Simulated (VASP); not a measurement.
# NaF in VASP: further runs

NaF is run at these levels: PBEsol; tasks: single point, relaxation of cell and atoms.

Program: VASP 6.6.1. These are calculated values, not measurements. Logs are shortened: lines on timing, memory, paths and dates and some standing lists are left out, and cuts for length are marked.

## Step 1: The cell of the first run

It takes space group Immm (No. 71, orthorhombic). The conventional cell has a = 3.265 Å, b = 3.297 Å, c = 4.640 Å, α = 90.00°, β = 90.00°, γ = 90.00°. Within 3.1 Å of Na (site symmetry mmm) lie 6 F at 2.32 Å. Within 3.1 Å of F (site symmetry mmm) lie 6 Na at 2.32 Å.

## Step 2: Single point, PBEsol

File INCAR:

```
PREC = Accurate
ENCUT = 600
EDIFF = 1E-6
ISMEAR = -1
SIGMA = 0.05
LREAL = False
LASPH = True
NELM = 120
ALGO = Normal
ISIF = 2
LWAVE = False
LCHARG = False
GGA = PS
NBANDS = 14
GGA_COMPAT = False
```

File KPOINTS:

```
Automatic mesh
0
Gamma
  8 8 8
```

File POSCAR:

```
NaF
1.0
    0.0116000000      2.3200000000      2.3200000000
    2.3200000000      0.0116000000      2.3200000000
    2.3316000000      2.3316000000      0.0000000000
Na F
1 1
Direct
    0.0000000000      0.0000000000      0.0000000000
    0.5000000000      0.5000000000      0.5000000000
```

Potentials or basis: VASP PAW PBE potentials, release 64 (Na_pv, F).

Started as:

```bash
$ cat potpaw_PBE.64/Na_pv/POTCAR potpaw_PBE.64/F/POTCAR > POTCAR
$ mpirun -np 1 vasp_std > vasp.out
```

OUTCAR:

```text
PREC = Accurate
   ENCUT = 600
   EDIFF = 1E-6
   ISMEAR = -1
   LREAL = False
   LASPH = True
   NELM = 120
   ISIF = 2
   GGA = PS

 ion  position               nearest neighbor table
   1  0.000  0.000  0.000-   2 2.32   2 2.32   2 2.32   2 2.32   2 2.32   2 2.32
   2  0.500  0.500  0.500-   1 2.32   1 2.32   1 2.32   1 2.32   1 2.32   1 2.32

  LATTYP: Found a body centered orthorhombic cell.
 ALAT       =     3.2645705874
 B/A-ratio  =     1.0100502513
 C/A-ratio  =     1.4213201632

  Lattice vectors:

 A1 = (   2.3200000000,   0.0116000000,  -2.3200000000)
 A2 = (  -2.3200000000,  -0.0116000000,  -2.3200000000)
 A3 = (   0.0116000000,   2.3200000000,   2.3200000000)

Analysis of symmetry for initial positions (statically):
=====================================================================
 Subroutine PRICEL returns:
 Original cell was already a primitive cell.

 Routine SETGRP: Setting up the symmetry group for a
 body centered orthorhombic supercell.

 Subroutine GETGRP returns: Found  8 space group operations
 (whereof  8 operations were pure point group operations)
 out of a pool of  8 trial point group operations.

The static configuration has the point symmetry D_2h.

Analysis of symmetry for dynamics (positions and initial velocities):
=====================================================================
 Subroutine PRICEL returns:
 Original cell was already a primitive cell.

 Routine SETGRP: Setting up the symmetry group for a
 body centered orthorhombic supercell.

 Subroutine GETGRP returns: Found  8 space group operations
 (whereof  8 operations were pure point group operations)
 out of a pool of  8 trial point group operations.

The dynamic configuration has the point symmetry D_2h.

 Subroutine INISYM returns: Found  8 space group operations
 (whereof  8 operations are pure point group operations),
 and found     1 'primitive' translations

----------------------------------------------------------------------------------------

                                     Primitive cell

  volume of cell :      24.9737

  direct lattice vectors                    reciprocal lattice vectors
     0.011600000  2.320000000  2.320000000    -0.216600243  0.216600243  0.215517241
     2.320000000  0.011600000  2.320000000     0.216600243 -0.216600243  0.215517241
     2.331600000  2.331600000  0.000000000     0.214445016  0.214445016 -0.215517241

  length of vectors
     3.280995971  3.280995971  3.297380342     0.374538398  0.374538398  0.372049743

  position of ions in fractional coordinates (direct lattice)
     0.000000000  0.000000000  0.000000000
     0.500000000  0.500000000  0.500000000

  ion indices of the primitive-cell ions
   primitive index   ion index
                 1           1
                 2           2

----------------------------------------------------------------------------------------

 KPOINTS: Automatic mesh

Automatic generation of k-mesh.
 Grid dimensions read from file:
 generate k-points for:    8    8    8

 Generating k-lattice:

  Cartesian coordinates                     Fractional coordinates (reciprocal lattice)
    -0.027075030  0.027075030  0.026939655     0.125000000  0.000000000  0.000000000
     0.027075030 -0.027075030  0.026939655     0.000000000  0.125000000  0.000000000
     0.026805627  0.026805627 -0.026939655     0.000000000  0.000000000  0.125000000

  Length of vectors
     0.046817300  0.046817300  0.046506218

  Shift w.r.t. Gamma in fractional coordinates (k-lattice)
     0.000000000  0.000000000  0.000000000

 Subroutine IBZKPT returns following result:
 ===========================================

 Found     95 irreducible k-points:

 Following reciprocal coordinates:
            Coordinates               Weight
  0.000000  0.000000  0.000000      1.000000
  0.125000  0.000000  0.000000      4.000000
  0.250000  0.000000  0.000000      4.000000
  0.375000  0.000000  0.000000      4.000000
  0.500000  0.000000  0.000000      2.000000
  0.125000  0.125000  0.000000      2.000000
[... 16 lines left out ...]
  0.125000 -0.000000  0.125000      4.000000
  0.250000  0.000000  0.125000      8.000000
 [... further k-points ...]
   k-points           NKPTS =     95   k-points in BZ     NKDIM =     95   number of bands    NBANDS=     14
   number of dos      NEDOS =    301   number of ions     NIONS =      2
   total plane-waves  NPLWV =  21952
   dimension x,y,z NGX =    28 NGY =   28 NGZ =   28
   dimension x,y,z NGXF=    56 NGYF=   56 NGZF=   56
   ions per type =               1   1
   NGX,Y,Z   is equivalent  to a cutoff of  14.19, 14.19, 14.12 a.u.
   NGXF,Y,Z  is equivalent  to a cutoff of  28.37, 28.37, 28.23 a.u.
 SYSTEM =  unknown system
   PREC   = accura    normal or accurate (medium, high low for compatibility)
   ISTART =      0    job   : 0-new  1-cont  2-samecut
   ICHARG =      2    charge: 1-file 2-atom 10-const
   ISPIN  =      1    spin polarized calculation?
   LNONCOLLINEAR =      F non collinear calculations
   LSORBIT =      F    spin-orbit coupling
   LASPH  =      T    aspherical Exc in radial PAW
   ENCUT  =  600.0 eV  44.10 Ry    6.64 a.u.   6.55  6.55  6.59*2*pi/ulx,y,z
   NELM   =    120;   NELMIN=  2; NELMDL= -5     # of ELM steps
   EDIFF  = 0.1E-05   stopping-criterion for ELM
   LREAL  =      F    real-space projection
   EDIFFG = 0.1E-04   stopping-criterion for IOM
   NSW    =      0    number of steps for IOM
   IBRION =     -1    ionic relax: 0-MD 1-quasi-New 2-CG
   NFREE  =      0    steps in history (QN), initial steepest desc. (CG)
   ISIF   =      2    stress and relaxation
   ISYM   =      2    0-nonsym 1-usesym 2-fastsym
   POTIM  = 0.5000    time-step for ionic-motion
   TEBEG  =    0.0;   TEEND  =   0.0 temperature during run
   PSTRESS=    0.0 pullay stress
   NELECT =      14.0000    total number of electrons
   NUPDOWN=      -1.0000    fix difference up-down
   EMIN   =  10.00;   EMAX   =-10.00  energy-range for DOS
   EFERMI =   0.00;   METHOD = LEGACY
   ISMEAR =    -1;   SIGMA  =   0.05  broadening in eV -4-tet -1-fermi 0-gaus
   EFERMI_NEDOS =   21; number of points for ismear=-14 and -15
   IALGO  =     38    algorithm
   IMIX   =      4    mixing-type and parameters
     AMIX     =   0.40;   BMIX     =  1.00
     AMIX_MAG =   1.60;   BMIX_MAG =  1.00
  volume/ion in A,a.u.               =      12.49        84.27
  Fermi-wavevector in a.u.,A,eV,Ry     =   1.349863  2.550872 24.791599  1.822131
  Thomas-Fermi vector in A             =   2.477415
   LORBIT       =      0    0 simple, 1 ext, 2 COOP (PROOUT), +10 PAW based schemes
   GGA     = PS    functional components
   LHFCALC =     F    Hartree Fock is set to
   AEXX    =    0.0000 exact exchange contribution
   IVDW    =     0    specifies the selected vdW correction
   LEPSILON=     F    determine dielectric tensor
   LRPA    =     F    only Hartree local field effects (RPA)
 non-spin polarized calculation
  energy-cutoff  :      600.00
  volume of cell :       24.97
 maximum number of plane-waves:       869
 NGX is ok and might be reduce to    28
   NGX = 13   NGY = 13   NGZ = 13

 number of electron      14.0000006 magnetization

 Free energy of the ion-electron system (eV)
  ---------------------------------------------------
  ext. energy  EPLUGINS =         0.00000000
  ---------------------------------------------------
  free energy    TOTEN  =        -8.77042171 eV

  energy without entropy =       -8.77042171  energy(sigma->0) =       -8.77042171

 E-fermi :  -1.0903     XC(G=0):  -9.3147

 val. band max:       -2.1812963652   @ k =   0.0000   0.0000   0.0000
 cond. band min:       3.9468243332   @ k =   0.0000   0.0000   0.0000
 fundamental gap:      6.1281206985
 Fermi energy:        -1.0903319985

 k-point     1 :       0.0000    0.0000    0.0000
  band No.  band energies     occupation
      1     -21.2459      2.00000
      2     -20.9754      2.00000
      3     -20.9747      2.00000
      4     -20.9741      2.00000
      5      -2.2082      2.00000
      6      -2.1951      2.00000
      7      -2.1813      2.00000
      8       3.9468      0.00000
      9      16.5004      0.00000
     10      16.6236      0.00000
     11      16.7467      0.00000
     12      19.2972      0.00000
     13      21.6815      0.00000
     14      21.6830      0.00000

 k-point     2 :       0.1250    0.0000    0.0000
  band No.  band energies     occupation
      1     -21.4342      2.00000
      2     -20.9769      2.00000
      3     -20.9758      2.00000
      4     -20.7660      2.00000
      5      -2.4885      2.00000
      6      -2.2469      2.00000
      7      -2.2295      2.00000
      8       4.4990      0.00000
      9      14.8934      0.00000
     10      16.7397      0.00000
     11      16.9003      0.00000
     12      21.0684      0.00000
     13      21.0992      0.00000
     14      21.2478      0.00000

 k-point     3 :       0.2500    0.0000    0.0000
  band No.  band energies     occupation
      1     -21.6569      2.00000
      2     -20.9816      2.00000
      3     -20.9801      2.00000
      4     -20.4925      2.00000
      5      -3.1002      2.00000
      6      -2.3391      2.00000
      7      -2.3227      2.00000
      8       5.8221      0.00000
      9      12.7841      0.00000
     10      17.2675      0.00000
     11      17.4084      0.00000
     12      20.3646      0.00000
     13      20.4499      0.00000
     14      21.9511      0.00000

 k-point     4 :       0.3750    0.0000    0.0000
  band No.  band energies     occupation
      1     -21.8034      2.00000
      2     -20.9863      2.00000
      3     -20.9844      2.00000
      4     -20.2944      2.00000
      5      -3.6096      2.00000
      6      -2.4296      2.00000
      7      -2.4142      2.00000
      8       7.3794      0.00000
      9      11.1174      0.00000
     10      17.5988      0.00000
     11      17.7079      0.00000
     12      20.3038      0.00000
     13      20.4382      0.00000
     14      21.5309      0.00000

 k-point     5 :       0.5000    0.0000    0.0000
  band No.  band energies     occupation
      1     -21.8539      2.00000
      2     -20.9883      2.00000
      3     -20.9862      2.00000
      4     -20.2222      2.00000
      5      -3.8008      2.00000
      6      -2.4665      2.00000
      7      -2.4516      2.00000
      8       8.3913      0.00000
      9      10.1496      0.00000
     10      17.6443      0.00000
     11      17.7416      0.00000
[... 276 lines left out ...]
 k-point    22 :      -0.0000   -0.0000    0.1250
  band No.  band energies     occupation
      1     -21.4358      2.00000
      2     -20.9772      2.00000
      3     -20.9762      2.00000
      4     -20.7638      2.00000
      5      -2.5037      2.00000
      6      -2.2368      2.00000
      7      -2.2191      2.00000
      8       4.4931      0.00000
      9      14.7962      0.00000
     10      16.8217      0.00000
     11      16.9811      0.00000
     12      21.0886      0.00000
     13      21.1313      0.00000
     14      21.2316      0.00000

 k-point    23 :       0.1250   -0.0000    0.1250
  band No.  band energies     occupation
      1     -21.4486      2.00000
      2     -20.9825      2.00000
      3     -20.9825      2.00000
      4     -20.7368      2.00000
      5      -2.5450      2.00000
      6      -2.2606      2.00000
      7      -2.2601      2.00000
      8       4.6685      0.00000
      9      14.6542      0.00000
     10      16.7532      0.00000
     11      16.7554      0.00000
     12      19.8421      0.00000
     13      22.0867      0.00000
     14      22.1312      0.00000

 k-point    24 :       0.2500    0.0000    0.1250
  band No.  band energies     occupation
      1     -21.5885      2.00000
      2     -20.9901      2.00000
      3     -20.9858      2.00000
      4     -20.5602      2.00000
      5      -2.9750      2.00000
      6      -2.3563      2.00000
      7      -2.3425      2.00000
      8       5.7185      0.00000
      9      13.1313      0.00000
     10      16.9597      0.00000
     11      17.0300      0.00000
     12      18.6629      0.00000
     13      21.9842      0.00000
     14      23.5249      0.00000

 [... further k-points ...]

------------------------ aborting loop because EDIFF is reached ----------------------------------------

  FORCE on cell =-STRESS in cart. coord.  units (eV):
  Direction    XX          YY          ZZ          XY          YZ          ZX
  --------------------------------------------------------------------------------------
  -------------------------------------------------------------------------------------
  Total       -0.0783774     -0.0783774     -0.0789717     -0.0421001      0.0000000      0.0000000
  in kB       -5.0282660     -5.0282660     -5.0663974     -2.7009162      0.0000000      0.0000000
  external PRESSURE =      -5.0409764 kB  Pullay stress =       0.0000000 kB

 VOLUME and BASIS-vectors are now :
 -----------------------------------------------------------------------------
  energy-cutoff  :      600.00
  volume of cell :       24.97
      direct lattice vectors                 reciprocal lattice vectors
     0.011600000  2.320000000  2.320000000    -0.216600243  0.216600243  0.215517241
     2.320000000  0.011600000  2.320000000     0.216600243 -0.216600243  0.215517241
     2.331600000  2.331600000  0.000000000     0.214445016  0.214445016 -0.215517241

 POSITION                                       TOTAL-FORCE (eV/Angst)
 -----------------------------------------------------------------------------------
      0.00000      0.00000      0.00000        -0.000000     -0.000000     -0.000000
      2.33160      2.33160      2.32000         0.000000      0.000000      0.000000
 -----------------------------------------------------------------------------------
    total drift:                                0.000000      0.000000      0.000000

  FREE ENERGIE OF THE ION-ELECTRON SYSTEM (eV)
  ---------------------------------------------------
  free  energy   TOTEN  =        -8.7704217144 eV

  energy  without entropy=       -8.7704217144  energy(sigma->0) =       -8.77042171
```

It took 70 s on 1 thread of Intel Xeon 8259CL, shared host; peak memory 0.17 GiB.

What came out:

```yaml
Free_energy: -8.7704 eV
Pressure: -0.5 GPa
Band_gap_on_the_k_mesh: 6.13 eV
```

Levels at points of the mesh, in eV from the valence-band top:
| k point | band 3 | band 4 | band 5 | band 6 | band 7 | band 8 | band 9 | band 10 | band 11 | band 12 |
| --- | --- | --- | --- | --- | --- | --- | --- | --- | --- | --- |
| (0.00, 0.00, 0.00) | -18.79 | -18.79 | -0.03 | -0.01 | 0.00 | 6.13 | 18.68 | 18.80 | 18.93 | 21.48 |
| (0.50, 0.00, 0.00) | -18.80 | -18.04 | -1.62 | -0.29 | -0.27 | 10.57 | 12.33 | 19.83 | 19.92 | 22.65 |
| (0.50, 0.50, 0.00) | -18.85 | -18.81 | -1.31 | -0.44 | -0.40 | 12.93 | 13.06 | 13.49 | 19.46 | 19.70 |
| (0.00, 0.00, 0.50) | -18.80 | -18.04 | -1.63 | -0.27 | -0.25 | 10.57 | 12.25 | 19.93 | 20.03 | 22.68 |
| (0.50, 0.00, 0.50) | -18.85 | -18.81 | -1.31 | -0.42 | -0.42 | 12.93 | 13.07 | 13.48 | 19.58 | 19.58 |

Caveat: the PAW data sets were made with another functional, which shifts forces and pressure a little.

## Step 3: Single point, PBEsol

File INCAR:

```
PREC = Accurate ; ENCUT = 600
EDIFF = 1E-6 ; ISMEAR = -1
SIGMA = 0.05 ; LREAL = False
LASPH = True ; NELM = 120
ALGO = Normal ; ISIF = 2
LWAVE = False ; LCHARG = True
GGA = PS ; LELF = True
LVHAR = True ; NBANDS = 14
GGA_COMPAT = False
```

KPOINTS is that of step 2.

File POSCAR:

```
NaF
1.0
    0.0232000000      2.3200000000      2.3200000000
    2.3200000000      0.0232000000      2.3200000000
    2.3432000000      2.3432000000      0.0000000000
Na F
1 1
Direct
    0.0000000000      0.0000000000      0.0000000000
    0.5000000000      0.5000000000      0.5000000000
```

Potentials or basis: VASP PAW PBE potentials, release 64 (Na_pv, F).

Started as:

```bash
$ cat potpaw_PBE.64/Na_pv/POTCAR potpaw_PBE.64/F/POTCAR > POTCAR
$ mpirun -np 1 vasp_std > vasp.out
```

Run time: 67 s. Hardware: 1 thread of Intel Xeon 8259CL, shared host; peak memory 0.17 GiB.

It converged, with:

```yaml
Free_energy: -8.7698 eV
Pressure: -0.5 GPa
Band_gap_on_the_k_mesh: 6.11 eV
```

Stress tensor (GPa, compression positive):
```
-0.50 -0.54  0.00
-0.54 -0.50  0.00
 0.00  0.00 -0.52
```

Levels at points of the mesh, in eV from the valence-band top:
| k point | band 4 | band 5 | band 6 | band 7 | band 8 | band 9 | band 10 | band 11 |
| --- | --- | --- | --- | --- | --- | --- | --- | --- |
| (0.00, 0.00, 0.00) | -18.81 | -0.05 | -0.03 | 0.00 | 6.11 | 18.55 | 18.79 | 19.04 |
| (0.50, 0.00, 0.00) | -18.06 | -1.63 | -0.31 | -0.29 | 10.56 | 12.36 | 19.71 | 19.90 |
| (0.50, 0.50, 0.00) | -18.82 | -1.32 | -0.48 | -0.39 | 12.92 | 13.03 | 13.50 | 19.32 |
| (0.00, 0.00, 0.50) | -18.05 | -1.65 | -0.28 | -0.25 | 10.55 | 12.19 | 19.93 | 20.12 |
| (0.50, 0.00, 0.50) | -18.82 | -1.32 | -0.44 | -0.44 | 12.92 | 13.06 | 13.47 | 19.56 |

Caveat: the PAW data sets were made with another functional, which shifts forces and pressure a little.

(Part 1 of 2 ends here.)
